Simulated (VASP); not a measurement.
# Ga in VASP: single point with PBE

Aim: the single point of Ga with PBE.

Everything below comes from runs of VASP 6.6.1. Logs are shortened: lines on timing, memory, paths and dates and some standing lists are left out, and cuts for length are marked.

### 1 The cell of the first run

The cell holds a sheet with vacuum, 2 atoms: a = 4.330 Å, b = 4.330 Å, c = 23.800 Å, α = 90.00°, β = 90.00°, γ = 120.00°.

### 2 Single point, PBE

File INCAR:

```
SYSTEM = Ga
ALGO = Normal ; DIPOL = 0.5 0.5 0.294
EDIFF = 1E-7 ; ENCUT = 520
GGA = PE ; IDIPOL = 3
ISIF = 2 ; ISMEAR = -1
LASPH = .TRUE. ; LCHARG = .FALSE.
LDIPOL = .TRUE. ; LREAL = .FALSE.
LWAVE = .FALSE. ; NBANDS = 20
NELM = 60 ; PREC = Accurate
SIGMA = 0.05
```

File KPOINTS:

```
k-points
0
G
  7 7 1
  0 0 0
```

File POSCAR:

```
Ga
1.0
    4.3304717145     -0.0000028868      0.0000000000
   -2.1652333573      3.7502999585      0.0000000000
    0.0000000000      0.0000000000     23.8000000000
Ga
2
Direct
    0.3333333333      0.6666666667      0.2941200000
    0.6666666667      0.3333333333      0.2941200000
```

Potentials or basis: VASP PAW PBE potentials, release 64 (Ga_d).

Started as:

```sh
cat potpaw_PBE.64/Ga_d/POTCAR > POTCAR
mpirun -np 1 vasp_std > vasp.out
```

OUTCAR:

```text
SYSTEM = Ga
   EDIFF = 1E-7
   ENCUT = 520
   GGA = PE
   ISIF = 2
   ISMEAR = -1
   LASPH = .TRUE.
   LREAL = .FALSE.
   NELM = 60
   PREC = Accurate

 ion  position               nearest neighbor table
   1  0.333  0.667  0.294-   2 2.50   2 2.50   2 2.50
   2  0.667  0.333  0.294-   1 2.50   1 2.50   1 2.50

  LATTYP: Found a hexagonal cell.
 ALAT       =     4.3304717145
 C/A-ratio  =     5.4959370639

  Lattice vectors:

 A1 = (   4.3304717145,  -0.0000028868,   0.0000000000)
 A2 = (  -2.1652333573,   3.7502999585,   0.0000000000)
 A3 = (   0.0000000000,   0.0000000000,  23.8000000000)

Analysis of symmetry for initial positions (statically):
=====================================================================
 Subroutine PRICEL returns:
 Original cell was already a primitive cell.

 Routine SETGRP: Setting up the symmetry group for a
 hexagonal supercell.

 Subroutine GETGRP returns: Found 24 space group operations
 (whereof 12 operations were pure point group operations)
 out of a pool of 24 trial point group operations.

The static configuration has the point symmetry C_6v.
 The point group associated with its full space group is D_6h.

Analysis of symmetry for dynamics (positions and initial velocities):
=====================================================================
 Subroutine PRICEL returns:
 Original cell was already a primitive cell.

 Routine SETGRP: Setting up the symmetry group for a
 hexagonal supercell.

 Subroutine GETGRP returns: Found 24 space group operations
 (whereof 12 operations were pure point group operations)
 out of a pool of 24 trial point group operations.

The dynamic configuration has the point symmetry C_6v.
 The point group associated with its full space group is D_6h.

 Subroutine INISYM returns: Found 24 space group operations
 (whereof 12 operations are pure point group operations),
 and found     1 'primitive' translations

----------------------------------------------------------------------------------------

                                     Primitive cell

  volume of cell :     386.5254

  direct lattice vectors                    reciprocal lattice vectors
     4.330471714 -0.000002887  0.000000000     0.230921814  0.133322566  0.000000000
    -2.165233357  3.750299958  0.000000000     0.000000178  0.266645441  0.000000000
     0.000000000  0.000000000 23.800000000     0.000000000  0.000000000  0.042016807

  length of vectors
[... 66 lines left out ...]
   LREAL  =      F    real-space projection
   EDIFFG = 0.1E-05   stopping-criterion for IOM
   NSW    =      0    number of steps for IOM
   IBRION =     -1    ionic relax: 0-MD 1-quasi-New 2-CG
   NFREE  =      0    steps in history (QN), initial steepest desc. (CG)
   ISIF   =      2    stress and relaxation
   ISYM   =      2    0-nonsym 1-usesym 2-fastsym
   POTIM  = 0.5000    time-step for ionic-motion
   TEBEG  =    0.0;   TEEND  =   0.0 temperature during run
   PSTRESS=    0.0 pullay stress
   NELECT =      26.0000    total number of electrons
   NUPDOWN=      -1.0000    fix difference up-down
   EMIN   =  10.00;   EMAX   =-10.00  energy-range for DOS
   EFERMI =   0.00;   METHOD = LEGACY
   ISMEAR =    -1;   SIGMA  =   0.05  broadening in eV -4-tet -1-fermi 0-gaus
   EFERMI_NEDOS =   21; number of points for ismear=-14 and -15
   IALGO  =     38    algorithm
   IMIX   =      4    mixing-type and parameters
     AMIX     =   0.40;   BMIX     =  1.00
     AMIX_MAG =   1.60;   BMIX_MAG =  1.00
  volume/ion in A,a.u.               =     193.26      1304.20
  Fermi-wavevector in a.u.,A,eV,Ry     =   0.665794  1.258168  6.031215  0.443282
  Thomas-Fermi vector in A             =   1.739898
   LORBIT       =      0    0 simple, 1 ext, 2 COOP (PROOUT), +10 PAW based schemes
   GGA     = PE    functional components
   LHFCALC =     F    Hartree Fock is set to
   AEXX    =    0.0000 exact exchange contribution
   IVDW    =     0    specifies the selected vdW correction
   LEPSILON=     F    determine dielectric tensor
   LRPA    =     F    only Hartree local field effects (RPA)
 non-spin polarized calculation
  energy-cutoff  :      520.00
  volume of cell :      386.53
 maximum number of plane-waves:     10440
   NGX = 17   NGY = 17   NGZ = 89

 number of electron      26.0000003 magnetization

 dipolmoment           0.000000      0.000000      0.000001 electrons x Angstroem

 Free energy of the ion-electron system (eV)
  ---------------------------------------------------
  ext. energy  EPLUGINS =         0.00000000
  ---------------------------------------------------
  free energy    TOTEN  =        -4.56658469 eV

  energy without entropy =       -4.55013822  energy(sigma->0) =       -4.55836145

 E-fermi :  -3.3739     XC(G=0):  -1.7912

 val. band max:       -3.4558885205   @ k =   0.2857   0.0000   0.0000
 cond. band min:      -3.3455882154   @ k =   0.1429   0.1429   0.0000
 fundamental gap:      0.1103003051
 Fermi energy:        -3.3739282140

 k-point     1 :       0.0000    0.0000    0.0000
  band No.  band energies     occupation
      1     -18.2330      2.00000
      2     -18.1102      2.00000
      3     -18.1102      2.00000
      4     -18.0604      2.00000
      5     -18.0604      2.00000
      6     -17.8984      2.00000
[... 173 lines left out ...]
     19       3.2817      0.00000
     20       3.5034      0.00000

------------------------ aborting loop because EDIFF is reached ----------------------------------------

 vacuum level on the upper side and lower side of the slab       (xc-potential included)        -0.013        -0.013

  FORCE on cell =-STRESS in cart. coord.  units (eV):
  Direction    XX          YY          ZZ          XY          YZ          ZX
  --------------------------------------------------------------------------------------
  -------------------------------------------------------------------------------------
  Total       -0.0431072     -0.0431072     -0.0002904      0.0000000      0.0000000      0.0000000
  in kB       -0.1786825     -0.1786825     -0.0012035      0.0000000      0.0000000      0.0000000
  external PRESSURE =      -0.1195229 kB  Pullay stress =       0.0000000 kB

 VOLUME and BASIS-vectors are now :
 -----------------------------------------------------------------------------
  energy-cutoff  :      520.00
  volume of cell :      386.53
      direct lattice vectors                 reciprocal lattice vectors
     4.330471714 -0.000002887  0.000000000     0.230921814  0.133322566  0.000000000
    -2.165233357  3.750299958  0.000000000     0.000000178  0.266645441  0.000000000
     0.000000000  0.000000000 23.800000000     0.000000000  0.000000000  0.042016807

 POSITION                                       TOTAL-FORCE (eV/Angst)
 -----------------------------------------------------------------------------------
      0.00000      2.50020      7.00006        -0.000000     -0.000000      0.000000
      2.16524      1.25010      7.00006         0.000000      0.000000      0.000000
 -----------------------------------------------------------------------------------
    total drift:                               -0.000000     -0.000000      0.000216

  FREE ENERGIE OF THE ION-ELECTRON SYSTEM (eV)
  ---------------------------------------------------
  free  energy   TOTEN  =        -4.5665846854 eV

  energy  without entropy=       -4.5501382207  energy(sigma->0) =       -4.55836145

 vacuum level on the upper side and lower side of the slab         0.942         0.942
```

Wall time 50 s (1 thread of Intel Xeon 6975P-C (Granite Rapids), shared host); peak memory 0.43 GiB.

What came out:

| Item | Value |
| --- | --- |
| Free energy | -4.5666 eV |
| Band gap on the k mesh | zero (band 13 reaches -2.10 eV, above the bottom of band 14 at -3.35 eV) |
